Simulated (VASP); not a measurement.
# GaP (F-43m) in VASP: a series of runs

The runs below take GaP through single point, with PBE.

Everything below comes from runs of VASP 6.6.1. Logs are shortened: lines on timing, memory, paths and dates and some standing lists are left out, and cuts for length are marked.

**What was measured.**

From “Stacking defects in GaP nanowires: Electronic structure and optical properties”, 2018, arxiv:1810.01194, for a bulk crystal of GaP at 10 K: band gap 2.34 eV (indirect).

The results are compared with them further down.

## 1. The cell of the first run

Symmetry: F-43m, No. 216, cubic system. The conventional cell has a = 5.456 Å, b = 5.456 Å, c = 5.456 Å, α = 90.00°, β = 90.00°, γ = 90.00°. Within 3.1 Å of Ga (site symmetry -43m) lie 4 P at 2.36 Å. P (site symmetry -43m) has 4 Ga at 2.36 Å within 3.1 Å.

## 2. Single point, PBE (volume 20.304 Å^3 an atom, c/a of the conventional cell 1.0000)

Input file INCAR:

```
SYSTEM = GaP
PREC = Accurate
ENCUT = 520
EDIFF = 1E-6
ISMEAR = 0
SIGMA = 0.05
LREAL = .False.
LASPH = .True.
NELM = 60
ALGO = Normal
ISIF = 2
LWAVE = .False.
LCHARG = .False.
GGA = PE
NBANDS = 16
```

Input file KPOINTS:

```
regular mesh
0
Gamma
  10 10 10
  0 0 0
```

Input file POSCAR:

```
GaP
1.0
    0.0000000000      2.7281015663      2.7281015663
    2.7281015663      0.0000000000      2.7281015663
    2.7281015663      2.7281015663      0.0000000000
Ga P
1 1
Direct
    0.0000000000      0.0000000000      0.0000000000
    0.7500000000      0.7500000000      0.7500000000
```

Potentials or basis: VASP PAW PBE potentials, release 64 (Ga_d, P).

Started as:

```console
cat potpaw_PBE.64/Ga_d/POTCAR potpaw_PBE.64/P/POTCAR > POTCAR
mpirun -np 1 vasp_std > vasp.out
```

OUTCAR:

```text
SYSTEM = GaP
   PREC = Accurate
   ENCUT = 520
   EDIFF = 1E-6
   ISMEAR = 0
   LREAL = .False.
   LASPH = .True.
   NELM = 60
   ISIF = 2
   GGA = PE

 ion  position               nearest neighbor table
   1  0.000  0.000  0.000-   2 2.36   2 2.36   2 2.36   2 2.36
   2  0.750  0.750  0.750-   1 2.36   1 2.36   1 2.36   1 2.36

  LATTYP: Found a face centered cubic cell.
 ALAT       =     5.4562031326

  Lattice vectors:

 A1 = (   0.0000000000,   2.7281015663,   2.7281015663)
 A2 = (   2.7281015663,   0.0000000000,   2.7281015663)
 A3 = (   2.7281015663,   2.7281015663,   0.0000000000)

Analysis of symmetry for initial positions (statically):
=====================================================================
 Subroutine PRICEL returns:
 Original cell was already a primitive cell.

 Routine SETGRP: Setting up the symmetry group for a
 face centered cubic supercell.

 Subroutine GETGRP returns: Found 24 space group operations
 (whereof 24 operations were pure point group operations)
 out of a pool of 48 trial point group operations.

The static configuration has the point symmetry T_d .

Analysis of symmetry for dynamics (positions and initial velocities):
=====================================================================
 Subroutine PRICEL returns:
 Original cell was already a primitive cell.

 Routine SETGRP: Setting up the symmetry group for a
 face centered cubic supercell.

 Subroutine GETGRP returns: Found 24 space group operations
 (whereof 24 operations were pure point group operations)
 out of a pool of 48 trial point group operations.

The dynamic configuration has the point symmetry T_d .

 Subroutine INISYM returns: Found 24 space group operations
 (whereof 24 operations are pure point group operations),
 and found     1 'primitive' translations

----------------------------------------------------------------------------------------

                                     Primitive cell

  volume of cell :      40.6080

  direct lattice vectors                    reciprocal lattice vectors
     0.000000000  2.728101566  2.728101566    -0.183277634  0.183277634  0.183277634
     2.728101566  0.000000000  2.728101566     0.183277634 -0.183277634  0.183277634
     2.728101566  2.728101566  0.000000000     0.183277634  0.183277634 -0.183277634

  length of vectors
     3.858118235  3.858118235  3.858118235     0.317446174  0.317446174  0.317446174

  position of ions in fractional coordinates (direct lattice)
[... 79 lines left out ...]
   EDIFF  = 0.1E-05   stopping-criterion for ELM
   LREAL  =      F    real-space projection
   EDIFFG = 0.1E-04   stopping-criterion for IOM
   NSW    =      0    number of steps for IOM
   IBRION =     -1    ionic relax: 0-MD 1-quasi-New 2-CG
   NFREE  =      0    steps in history (QN), initial steepest desc. (CG)
   ISIF   =      2    stress and relaxation
   ISYM   =      2    0-nonsym 1-usesym 2-fastsym
   POTIM  = 0.5000    time-step for ionic-motion
   TEBEG  =    0.0;   TEEND  =   0.0 temperature during run
   PSTRESS=    0.0 pullay stress
   NELECT =      18.0000    total number of electrons
   NUPDOWN=      -1.0000    fix difference up-down
   EMIN   =  10.00;   EMAX   =-10.00  energy-range for DOS
   EFERMI =   0.00;   METHOD = LEGACY
   ISMEAR =     0;   SIGMA  =   0.05  broadening in eV -4-tet -1-fermi 0-gaus
   EFERMI_NEDOS =   21; number of points for ismear=-14 and -15
   IALGO  =     38    algorithm
   IMIX   =      4    mixing-type and parameters
     AMIX     =   0.40;   BMIX     =  1.00
     AMIX_MAG =   1.60;   BMIX_MAG =  1.00
  volume/ion in A,a.u.               =      20.30       137.02
  Fermi-wavevector in a.u.,A,eV,Ry     =   1.248231  2.358815 21.198990  1.558082
  Thomas-Fermi vector in A             =   2.382327
   LORBIT       =      0    0 simple, 1 ext, 2 COOP (PROOUT), +10 PAW based schemes
   GGA     = PE    functional components
   LHFCALC =     F    Hartree Fock is set to
   AEXX    =    0.0000 exact exchange contribution
   IVDW    =     0    specifies the selected vdW correction
   LEPSILON=     F    determine dielectric tensor
   LRPA    =     F    only Hartree local field effects (RPA)
 non-spin polarized calculation
 Gauss-broadening in eV      SIGMA  =   0.05
  energy-cutoff  :      520.00
  volume of cell :       40.61
 maximum number of plane-waves:      1106
 NGX is ok and might be reduce to    30
   NGX = 15   NGY = 15   NGZ = 15

 number of electron      17.9999989 magnetization

 Free energy of the ion-electron system (eV)
  ---------------------------------------------------
  ext. energy  EPLUGINS =         0.00000000
  ---------------------------------------------------
  free energy    TOTEN  =        -9.11998842 eV

  energy without entropy =       -9.11998842  energy(sigma->0) =       -9.11998842

 E-fermi :   4.9007     XC(G=0):  -9.8193

 val. band max:        4.6190032205   @ k =   0.0000   0.0000   0.0000
 cond. band min:       6.2289260282   @ k =   0.4000   0.4000   0.0000
 fundamental gap:      1.6099228077
 Fermi energy:         4.9006838494

 k-point     1 :       0.0000    0.0000    0.0000
  band No.  band energies     occupation
      1      -9.9250      2.00000
      2      -9.9250      2.00000
      3      -9.9250      2.00000
      4      -9.8262      2.00000
      5      -9.8262      2.00000
      6      -7.8489      2.00000
[... 433 lines left out ...]
      3      -9.8757      2.00000
      4      -9.8504      2.00000
      5      -9.8100      2.00000
      6      -5.8789      2.00000
[... 8 lines left out ...]
     15      16.3918      0.00000
     16      18.3713      0.00000

 [... further k-points ...]

------------------------ aborting loop because EDIFF is reached ----------------------------------------

  FORCE on cell =-STRESS in cart. coord.  units (eV):
  Direction    XX          YY          ZZ          XY          YZ          ZX
  --------------------------------------------------------------------------------------
  -------------------------------------------------------------------------------------
  Total        0.5451417      0.5451417      0.5451417      0.0000000      0.0000000      0.0000000
  in kB       21.5084143     21.5084143     21.5084143      0.0000000      0.0000000      0.0000000
  external PRESSURE =      21.5084143 kB  Pullay stress =       0.0000000 kB

 VOLUME and BASIS-vectors are now :
 -----------------------------------------------------------------------------
  energy-cutoff  :      520.00
  volume of cell :       40.61
      direct lattice vectors                 reciprocal lattice vectors
     0.000000000  2.728101566  2.728101566    -0.183277634  0.183277634  0.183277634
     2.728101566  0.000000000  2.728101566     0.183277634 -0.183277634  0.183277634
     2.728101566  2.728101566  0.000000000     0.183277634  0.183277634 -0.183277634

 POSITION                                       TOTAL-FORCE (eV/Angst)
 -----------------------------------------------------------------------------------
      0.00000      0.00000      0.00000        -0.000000      0.000000      0.000000
      4.09215      4.09215      4.09215         0.000000     -0.000000     -0.000000
 -----------------------------------------------------------------------------------
    total drift:                               -0.000002     -0.000002     -0.000002

  FREE ENERGIE OF THE ION-ELECTRON SYSTEM (eV)
  ---------------------------------------------------
  free  energy   TOTEN  =        -9.1199884200 eV

  energy  without entropy=       -9.1199884200  energy(sigma->0) =       -9.11998842
```

OSZICAR:

```text
N       E                     dE             d eps       ncg     rms          rms(c)
DAV:   1     0.834735338717E+02    0.83474E+02   -0.88843E+03  1544   0.161E+03
DAV:   2    -0.274393769879E+01   -0.86217E+02   -0.81585E+02  1776   0.320E+02
DAV:   3    -0.927743272282E+01   -0.65335E+01   -0.65138E+01  1832   0.668E+01
DAV:   4    -0.938555246946E+01   -0.10812E+00   -0.10809E+00  1944   0.944E+00
DAV:   5    -0.938771428022E+01   -0.21618E-02   -0.21617E-02  1856   0.116E+00    0.423E+00
DAV:   6    -0.914599899021E+01    0.24172E+00   -0.37695E-01  2376   0.104E+01    0.280E+00
DAV:   7    -0.911916121978E+01    0.26838E-01   -0.94377E-02  1992   0.206E+00    0.111E+00
DAV:   8    -0.911945029091E+01   -0.28907E-03   -0.13279E-02  1760   0.140E+00    0.196E-01
DAV:   9    -0.911984758521E+01   -0.39729E-03   -0.13159E-03  1912   0.500E-01    0.800E-02
DAV:  10    -0.911991860567E+01   -0.71020E-04   -0.11282E-04  2352   0.116E-01    0.391E-02
DAV:  11    -0.911998877556E+01   -0.70170E-04   -0.95851E-05  1752   0.810E-02    0.507E-03
DAV:  12    -0.911998842005E+01    0.35552E-06   -0.27033E-06  1816   0.212E-02
   1 F= -.91199884E+01 E0= -.91199884E+01  d E =-.139318E-17
```

It took 13 s on 1 thread of Intel Xeon 6975P-C (Granite Rapids), shared host; peak memory 0.18 GiB.

What came out:

```yaml
Free_energy: -9.1200 eV
Pressure: 2.2 GPa
Band_gap_on_the_k_mesh: 1.61 eV, indirect (least direct gap 1.80 eV)
```

Caveat: the cell differs from its parent crystal (volume 20.304 Å^3 an atom, c/a of the conventional cell 1.0000). A k mesh can miss the band edges.

## 3. Single point, PBE

This run uses another cell than the first one, of 20.86 Å³/atom, 1.027 times its volume.

Input file INCAR:

```
SYSTEM = GaP
  PREC = Accurate
  ENCUT = 520
  EDIFF = 1E-6
  ISMEAR = 0
  SIGMA = 0.05
  LREAL = .False.
  LASPH = .True.
  NELM = 100
  ALGO = Normal
  ISIF = 2
  LWAVE = .False.
  LCHARG = .False.
  GGA = PE
  NBANDS = 16
```

Input file KPOINTS:

```
Automatic mesh
0
Gamma
  10 10 10
  0 0 0
```

Input file POSCAR:

```
GaP
1.0
    0.0000000000      2.7527919388      2.7527919388
    2.7527919388      0.0000000000      2.7527919388
    2.7527919388      2.7527919388      0.0000000000
Ga P
1 1
Direct
    0.0000000000      0.0000000000      0.0000000000
    0.7500000000      0.7500000000      0.7500000000
```

Potentials or basis: VASP PAW PBE potentials, release 64 (Ga_d, P).

Started as:

```console
cat potpaw_PBE.64/Ga_d/POTCAR potpaw_PBE.64/P/POTCAR > POTCAR
mpirun -np 1 vasp_std > vasp.out
```

It took 13 s on 1 thread of Intel Xeon 6975P-C (Granite Rapids), shared host; peak memory 0.18 GiB.

The run converged. Its results:

| Quantity | Value |
| --- | --- |
| Free energy | -9.1276 eV |
| Pressure | 0.0 GPa |
| Band gap on the k mesh | 1.58 eV, direct |

Levels at points of the mesh, in eV from the valence-band top:
```csv
k point,band 6,band 7,band 8,band 9,band 10,band 11,band 12,band 13
"(0.00, 0.00, 0.00)",-12.27,0.00,0.00,0.00,1.58,3.90,3.90,3.90
"(0.50, 0.00, 0.00)",-10.30,-6.46,-1.07,-1.07,1.58,4.73,4.73,8.23
"(0.50, 0.50, 0.00)",-9.44,-6.61,-2.58,-2.58,1.72,1.85,10.37,10.37
```

## 4. Single point, PBE (volume 21.417 Å^3 an atom, c/a of the conventional cell 1.0000)

Input file INCAR:

```
PREC = Accurate ; ENCUT = 520
EDIFF = 1E-6 ; ISMEAR = 0
SIGMA = 0.05 ; LREAL = F
LASPH = T ; NELM = 60
ALGO = Normal ; ISIF = 2
LWAVE = F ; LCHARG = F
GGA = PE ; NBANDS = 16
```

Input file KPOINTS:

```
regular mesh
0
Gamma
  10 10 10
```

Input file POSCAR:

```
GaP
1.0
    0.0000000000      2.7770660695      2.7770660695
    2.7770660695      0.0000000000      2.7770660695
    2.7770660695      2.7770660695      0.0000000000
Ga P
1 1
Direct
    0.0000000000      0.0000000000      0.0000000000
    0.7500000000      0.7500000000      0.7500000000
```

Started as:

```console
cat potpaw_PBE.64/Ga_d/POTCAR potpaw_PBE.64/P/POTCAR > POTCAR
mpirun -np 1 vasp_std > vasp.out
```

Wall time 13 s (1 thread of Intel Xeon 6975P-C (Granite Rapids), shared host); peak memory 0.18 GiB.

Results (log left out):

```
Free energy            : -9.1210 eV
Pressure               : -1.9 GPa
Band gap on the k mesh : 1.36 eV, direct
```

Levels at points of the mesh, in eV from the valence-band top:
| k point | band 7 | band 8 | band 9 | band 10 | band 11 | band 12 |
| --- | --- | --- | --- | --- | --- | --- |
| (0.00, 0.00, 0.00) | 0.00 | 0.00 | 0.00 | 1.36 | 3.90 | 3.90 |
| (0.50, 0.00, 0.00) | -6.32 | -1.04 | -1.04 | 1.50 | 4.73 | 4.73 |
| (0.50, 0.50, 0.00) | -6.50 | -2.49 | -2.49 | 1.77 | 1.87 | 10.17 |

Caveat: the cell differs from its parent crystal (volume 21.417 Å^3 an atom, c/a of the conventional cell 1.0000).

## 5. Single point, PBE (volume 21.973 Å^3 an atom, c/a of the conventional cell 1.0000)

Input file INCAR:

```
SYSTEM = GaP
  PREC = Accurate
  ENCUT = 520
  EDIFF = 1E-6
  ISMEAR = 0
  SIGMA = 0.05
  LREAL = .FALSE.
  LASPH = .TRUE.
  NELM = 100
  ALGO = Normal
  ISIF = 2
  LWAVE = .FALSE.
  LCHARG = .FALSE.
  GGA = PE
  NBANDS = 16
```

Input file KPOINTS:

```
Automatic mesh
0
G
  10 10 10
  0 0 0
```

Input file POSCAR:

```
GaP
1.0
    0.0000000000      2.8008925726      2.8008925726
    2.8008925726      0.0000000000      2.8008925726
    2.8008925726      2.8008925726      0.0000000000
Ga P
1 1
Direct
    0.0000000000      0.0000000000      0.0000000000
    0.7500000000      0.7500000000      0.7500000000
```

Started as:

```console
cat potpaw_PBE.64/Ga_d/POTCAR potpaw_PBE.64/P/POTCAR > POTCAR
mpirun -np 1 vasp_std > vasp.out
```

Wall time 13 s (1 thread of Intel Xeon 6975P-C (Granite Rapids), shared host); peak memory 0.18 GiB.

Results (log left out):

* Free energy: -9.1022 eV
* Pressure: -3.6 GPa
* Band gap on the k mesh: 1.16 eV, direct

Levels at points of the mesh, in eV from the valence-band top:
| k point | band 6 | band 7 | band 8 | band 9 | band 10 | band 11 | band 12 | band 13 |
| --- | --- | --- | --- | --- | --- | --- | --- | --- |
| (0.00, 0.00, 0.00) | -11.90 | 0.00 | 0.00 | 0.00 | 1.16 | 3.90 | 3.90 | 3.90 |
| (0.50, 0.00, 0.00) | -10.10 | -6.19 | -1.00 | -1.00 | 1.43 | 4.73 | 4.73 | 8.10 |
| (0.50, 0.50, 0.00) | -9.30 | -6.38 | -2.41 | -2.41 | 1.82 | 1.88 | 9.98 | 9.98 |

Caveat: the cell differs from its parent crystal (volume 21.973 Å^3 an atom, c/a of the conventional cell 1.0000). A k mesh can miss the band edges.

## 6. The runs side by side

| cell | gap on the mesh (eV) | pressure (GPa) |
| --- | --- | --- |
| a = 3.858 Å, angles 60.0°, 2 atoms | 1.61 | 2.2 |
| a = 3.893 Å, angles 60.0°, 2 atoms | 1.58 | 0.0 |
| a = 3.927 Å, angles 60.0°, 2 atoms | 1.36 | -1.9 |
| a = 3.961 Å, angles 60.0°, 2 atoms | 1.16 | -3.6 |

Alike in all rows: task single point; level PBE; potentials or basis VASP PAW PBE potentials, release 64 (Ga_d, P); no spin polarisation; k mesh 10 × 10 × 10; cutoff (eV) 520; smearing gaussian 0.05 eV.

Total energies depend on the potentials used, so only differences within one code and one set of settings carry meaning.

## 7. How close it comes

Step 3. A measured gap of GaP is 2.34 eV (indirect; 10 K; quoted in “Stacking defects in GaP nanowires: Electronic structure and optical properties”, 2018, arxiv:1810.01194); the calculated 1.58 eV misses it by -0.76 eV. Spin-orbit coupling on Ga is left out. The value is that of PBE on a finite k mesh, which can miss the band edges, without temperature or zero-point motion. Semilocal functionals fall short of measured gaps as a rule.
